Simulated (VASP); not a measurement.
Here is a VASP 6.6.1 calculation.

Contents of INCAR:

```
PREC = Accurate
ENCUT = 500
EDIFF = 1E-6
ISMEAR = 1
SIGMA = 0.1
LREAL = False
LASPH = True
NELM = 120
ALGO = Normal
ISIF = 2
LWAVE = False
LCHARG = False
GGA = PE
NBANDS = 13
GGA_COMPAT = False
```

Contents of KPOINTS:

```
regular mesh
0
Gamma
  15 15 15
```

POSCAR

```
Mo
1.0
   -1.5734150000      1.5734150000      1.5498137750
    1.5734150000     -1.5734150000      1.5498137750
    1.5734150000      1.5734150000     -1.5498137750
Mo
1
Direct
    0.0000000000      0.0000000000      0.0000000000
```

Potentials or basis: VASP PAW PBE potentials, release 64 (Mo_sv).

Command:

```sh
$ cat potpaw_PBE.64/Mo_sv/POTCAR > POTCAR
$ mpirun -np 1 vasp_std > vasp.out
```

Task: Predict the band gap on the k mesh.

Result: Zero (bands 7 and 8 overlap by 5.12 eV).

Task: Estimate the pressure.

Result: 8.8 GPa.

Stress tensor (GPa, compression positive):
```
 7.22  0.00  0.00
 0.00  7.22  0.00
 0.00  0.00 11.89
```

Caveat: the cell stands under pressure.
